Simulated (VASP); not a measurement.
# InAs3 (P6/mmm) in VASP: further runs

Runs on InAs3. Level: PBE. Tasks: single point, relaxation of cell and atoms.

Program: VASP 6.6.1. These are calculated values, not measurements. Logs are shortened: lines on timing, memory, paths and dates and some standing lists are left out, and cuts for length are marked.

### Step 1. The cell of the first run

Symmetry: P6/mmm, No. 191, hexagonal system. The conventional cell has a = 4.629 Å, b = 4.629 Å, c = 4.885 Å, α = 90.00°, β = 90.00°, γ = 120.00°. In (site symmetry 6/mmm) has 8 As at 2.44 to 2.67 Å within 3.2 Å. Within 3.2 Å of As (site symmetry 6/mmm) lie 2 In at 2.44 Å. Within 3.7 Å of As (site symmetry -6m2) lie 3 In at 2.67 Å and 9 As at 2.67 to 3.62 Å.

### Step 2. Single point, PBE

Input file INCAR:

```
ALGO = Normal
EDIFF = 1E-6
ENCUT = 500
GGA = PE
GGA_COMPAT = F
ISIF = 2
ISMEAR = 0
LASPH = T
LCHARG = F
LREAL = F
LWAVE = F
NBANDS = 22
NELM = 120
PREC = Accurate
SIGMA = 0.1
```

Input file KPOINTS:

```
k-points
0
Gamma
  6 6 4
```

Input file POSCAR:

```
InAs3
1.0
    4.6290275664      0.0000000000      0.0000000000
   -2.3145137832      4.0088554674      0.0000000000
    0.0000000000      0.0000000000      4.8854582372
In As
1 3
Direct
    0.0000000000      0.0000000000      0.0000000000
    0.0000000000      0.0000000000      0.5000000000
    0.3333333333      0.6666666667      0.0000000000
    0.6666666667      0.3333333333      0.0000000000
```

Potentials or basis: VASP PAW PBE potentials, release 64 (In_d, As).

Launch:

```
> cat potpaw_PBE.64/In_d/POTCAR potpaw_PBE.64/As/POTCAR > POTCAR
> mpirun -np 1 vasp_std > vasp.out
```

OUTCAR:

```text
EDIFF = 1E-6
   ENCUT = 500
   GGA = PE
   ISIF = 2
   ISMEAR = 0
   LASPH = T
   LREAL = F
   NELM = 120
   PREC = Accurate

 ion  position               nearest neighbor table
   1  0.000  0.000  0.000-   2 2.44   2 2.44   4 2.67   3 2.67   4 2.67   3 2.67   4 2.67   3 2.67

   2  0.000  0.000  0.500-   1 2.44   1 2.44
   3  0.333  0.667  0.000-   1 2.67   4 2.67   4 2.67   1 2.67   1 2.67   4 2.67
   4  0.667  0.333  0.000-   1 2.67   3 2.67   3 2.67   1 2.67   1 2.67   3 2.67

  LATTYP: Found a hexagonal cell.
 ALAT       =     4.6290275664
 C/A-ratio  =     1.0553962289

  Lattice vectors:

 A1 = (   4.6290275664,   0.0000000000,   0.0000000000)
 A2 = (  -2.3145137832,   4.0088554674,   0.0000000000)
 A3 = (   0.0000000000,   0.0000000000,   4.8854582372)

Analysis of symmetry for initial positions (statically):
=====================================================================
 Subroutine PRICEL returns:
 Original cell was already a primitive cell.

 Routine SETGRP: Setting up the symmetry group for a
 hexagonal supercell.

 Subroutine GETGRP returns: Found 24 space group operations
 (whereof 24 operations were pure point group operations)
 out of a pool of 24 trial point group operations.

The static configuration has the point symmetry D_6h.

Analysis of symmetry for dynamics (positions and initial velocities):
=====================================================================
 Subroutine PRICEL returns:
 Original cell was already a primitive cell.

 Routine SETGRP: Setting up the symmetry group for a
 hexagonal supercell.

 Subroutine GETGRP returns: Found 24 space group operations
 (whereof 24 operations were pure point group operations)
 out of a pool of 24 trial point group operations.

The dynamic configuration has the point symmetry D_6h.

 Subroutine INISYM returns: Found 24 space group operations
 (whereof 24 operations are pure point group operations),
 and found     1 'primitive' translations

----------------------------------------------------------------------------------------

                                     Primitive cell

  volume of cell :      90.6599

  direct lattice vectors                    reciprocal lattice vectors
     4.629027566  0.000000000  0.000000000     0.216028094  0.124723878  0.000000000
    -2.314513783  4.008855467  0.000000000     0.000000000  0.249447756  0.000000000
[... 83 lines left out ...]
   ENCUT  =  500.0 eV  36.75 Ry    6.06 a.u.   8.44  8.44  8.91*2*pi/ulx,y,z
   NELM   =    120;   NELMIN=  2; NELMDL= -5     # of ELM steps
   EDIFF  = 0.1E-05   stopping-criterion for ELM
   LREAL  =      F    real-space projection
   EDIFFG = 0.1E-04   stopping-criterion for IOM
   NSW    =      0    number of steps for IOM
   IBRION =     -1    ionic relax: 0-MD 1-quasi-New 2-CG
   NFREE  =      0    steps in history (QN), initial steepest desc. (CG)
   ISIF   =      2    stress and relaxation
   ISYM   =      2    0-nonsym 1-usesym 2-fastsym
   POTIM  = 0.5000    time-step for ionic-motion
   TEBEG  =    0.0;   TEEND  =   0.0 temperature during run
   PSTRESS=    0.0 pullay stress
   NELECT =      28.0000    total number of electrons
   NUPDOWN=      -1.0000    fix difference up-down
   EMIN   =  10.00;   EMAX   =-10.00  energy-range for DOS
   EFERMI =   0.00;   METHOD = LEGACY
   ISMEAR =     0;   SIGMA  =   0.10  broadening in eV -4-tet -1-fermi 0-gaus
   EFERMI_NEDOS =   21; number of points for ismear=-14 and -15
   IALGO  =     38    algorithm
   IMIX   =      4    mixing-type and parameters
     AMIX     =   0.40;   BMIX     =  1.00
     AMIX_MAG =   1.60;   BMIX_MAG =  1.00
  volume/ion in A,a.u.               =      22.66       152.95
  Fermi-wavevector in a.u.,A,eV,Ry     =   1.106596  2.091163 16.661072  1.224554
  Thomas-Fermi vector in A             =   2.243099
   LORBIT       =      0    0 simple, 1 ext, 2 COOP (PROOUT), +10 PAW based schemes
   GGA     = PE    functional components
   LHFCALC =     F    Hartree Fock is set to
   AEXX    =    0.0000 exact exchange contribution
   IVDW    =     0    specifies the selected vdW correction
   LEPSILON=     F    determine dielectric tensor
   LRPA    =     F    only Hartree local field effects (RPA)
 non-spin polarized calculation
 Gauss-broadening in eV      SIGMA  =   0.10
  energy-cutoff  :      500.00
  volume of cell :       90.66
 maximum number of plane-waves:      2334
 NGX is ok and might be reduce to    36
   NGX = 17   NGY = 17   NGZ = 17

 number of electron      28.0000005 magnetization

 Free energy of the ion-electron system (eV)
  ---------------------------------------------------
  ext. energy  EPLUGINS =         0.00000000
  ---------------------------------------------------
  free energy    TOTEN  =       -12.07242975 eV

  energy without entropy =      -12.06550151  energy(sigma->0) =      -12.06896563

 E-fermi :   5.4421     XC(G=0):  -9.8663

 val. band max:        5.4254680579   @ k =   0.3333   0.3333   0.0000
 cond. band min:       5.5176884132   @ k =   0.5000   0.0000   0.0000
 fundamental gap:      0.0922203553
 Fermi energy:         5.4420714849

 k-point     1 :       0.0000    0.0000    0.0000
  band No.  band energies     occupation
      1     -10.2316      2.00000
      2      -9.7800      2.00000
      3      -9.7800      2.00000
      4      -9.5380      2.00000
      5      -9.5380      2.00000
      6      -8.9234      2.00000
[... 514 lines left out ...]
     21      12.8453      0.00000
     22      13.1986      0.00000

------------------------ aborting loop because EDIFF is reached ----------------------------------------

  FORCE on cell =-STRESS in cart. coord.  units (eV):
  Direction    XX          YY          ZZ          XY          YZ          ZX
  --------------------------------------------------------------------------------------
  -------------------------------------------------------------------------------------
  Total       12.1338128     12.1338128      8.7057572      0.0000000     -0.0000000      0.0000000
  in kB      214.4333860    214.4333860    153.8514738      0.0000000     -0.0000000      0.0000000
  external PRESSURE =     194.2394153 kB  Pullay stress =       0.0000000 kB

 VOLUME and BASIS-vectors are now :
 -----------------------------------------------------------------------------
  energy-cutoff  :      500.00
  volume of cell :       90.66
      direct lattice vectors                 reciprocal lattice vectors
     4.629027566  0.000000000  0.000000000     0.216028094  0.124723878  0.000000000
    -2.314513783  4.008855467  0.000000000     0.000000000  0.249447756  0.000000000
     0.000000000  0.000000000  4.885458237     0.000000000  0.000000000  0.204689090

 POSITION                                       TOTAL-FORCE (eV/Angst)
 -----------------------------------------------------------------------------------
      0.00000      0.00000      0.00000         0.000000      0.000000     -0.000000
      0.00000      0.00000      2.44273         0.000000      0.000000     -0.000000
     -0.00000      2.67257      0.00000        -0.000000     -0.000000     -0.000000
      2.31451      1.33629      0.00000         0.000000      0.000000      0.000000
 -----------------------------------------------------------------------------------
    total drift:                               -0.000000     -0.000000      0.000000

  FREE ENERGIE OF THE ION-ELECTRON SYSTEM (eV)
  ---------------------------------------------------
  free  energy   TOTEN  =       -12.0724297498 eV

  energy  without entropy=      -12.0655015149  energy(sigma->0) =      -12.06896563
```

OSZICAR:

```text
N       E                     dE             d eps       ncg     rms          rms(c)
DAV:   1     0.204986837218E+03    0.20499E+03   -0.11954E+04   924   0.124E+03
DAV:   2     0.692499865156E+01   -0.19806E+03   -0.18860E+03  1012   0.317E+02
DAV:   3    -0.116164798039E+02   -0.18541E+02   -0.17917E+02  1156   0.956E+01
DAV:   4    -0.122211726395E+02   -0.60469E+00   -0.60312E+00  1112   0.180E+01
DAV:   5    -0.122459907855E+02   -0.24818E-01   -0.24815E-01  1350   0.363E+00    0.751E+00
DAV:   6    -0.121128668312E+02    0.13312E+00   -0.31807E-01  1240   0.931E+00    0.422E+00
DAV:   7    -0.120793518400E+02    0.33515E-01   -0.13418E-01  1418   0.356E+00    0.120E+00
DAV:   8    -0.120727106734E+02    0.66412E-02   -0.31320E-02  1186   0.846E-01    0.295E-01
DAV:   9    -0.120724331925E+02    0.27748E-03   -0.31542E-03  1328   0.745E-01    0.176E-01
DAV:  10    -0.120724346477E+02   -0.14553E-05   -0.39015E-04  1044   0.108E-01    0.423E-02
DAV:  11    -0.120724289651E+02    0.56826E-05   -0.89905E-05  1298   0.670E-02    0.130E-02
DAV:  12    -0.120724297498E+02   -0.78466E-06   -0.73056E-06  1090   0.206E-02
   1 F= -.12072430E+02 E0= -.12068966E+02  d E =-.692823E-02
```

Wall time 22 s (1 thread of AMD EPYC 9R45 (Zen 5), shared host); peak memory 0.18 GiB.

Results:

```yaml
Free_energy: -12.0724 eV
Pressure: 19.4 GPa
Band_gap_on_the_k_mesh: zero (bands 14 and 15 overlap by 0.99 eV)
```

Caveat: the stress differs along the axes, from 15 to 21 GPa; spin-orbit coupling is left out, which moves the levels of the heavy elements.

### Step 3. Single point, PBE

This run uses another cell than the first one, of 29.00 Å³/atom.

Input file INCAR:

```
SYSTEM = InAs3
PREC = Accurate
ENCUT = 500
EDIFF = 1E-6
ISMEAR = 0
SIGMA = 0.1
LREAL = .FALSE.
LASPH = .TRUE.
NELM = 120
ALGO = Normal
ISIF = 2
LWAVE = .FALSE.
LCHARG = .TRUE.
GGA = PE
LELF = .TRUE.
LVHAR = .TRUE.
NBANDS = 22
GGA_COMPAT = .FALSE.
```

Input file KPOINTS:

```
Automatic mesh
0
G
  6 6 4
  0 0 0
```

Input file POSCAR:

```
InAs3
1.0
    5.0372650882      0.0000000000      0.0000000000
   -2.5186325441      4.3623995319      0.0000000000
    0.0000000000      0.0000000000      5.2787955537
In As
1 3
Direct
    0.0000000000      0.0000000000      0.0000000000
    0.0000000000      0.0000000000      0.5000000000
    0.3333333333      0.6666666667      0.0000000000
    0.6666666667      0.3333333333      0.0000000000
```

Potentials or basis: VASP PAW PBE potentials, release 64 (In_d, As).

Launch:

```
> cat potpaw_PBE.64/In_d/POTCAR potpaw_PBE.64/As/POTCAR > POTCAR
> mpirun -np 1 vasp_std > vasp.out
```

Run time: 32 s. Hardware: 1 thread of AMD EPYC 9R45 (Zen 5), shared host; peak memory 0.22 GiB.

The run converged. Its results:

* Free energy: -13.2949 eV
* Pressure: 0.0 GPa
* Band gap on the k mesh: zero (bands 14 and 15 overlap by 0.90 eV)

Stress tensor (GPa, compression positive):
```
 0.11  0.00  0.00
 0.00  0.11  0.00
 0.00  0.00 -0.07
```

Levels at points of the mesh, in eV from the Fermi level:
```csv
k point,band 11,band 12,band 13,band 14,band 15,band 16,band 17,band 18
"(0.00, 0.00, 0.00)",-2.87,-2.20,-2.20,-1.42,-0.21,1.02,1.02,1.35
"(0.50, 0.00, 0.00)",-3.08,-1.21,-0.97,0.09,0.18,1.24,2.09,2.56
"(0.00, 0.00, 0.50)",-2.83,-2.13,-1.61,-1.61,-0.09,-0.09,1.07,3.54
"(0.50, 0.00, 0.50)",-2.61,-0.56,-0.38,0.17,1.01,1.29,2.60,4.47
```

Caveat: spin-orbit coupling is left out, which moves the levels of the heavy elements.

[end of part 1 of 2]

The gap in the log of VASP goes by the Fermi energy; the results here count the filled bands.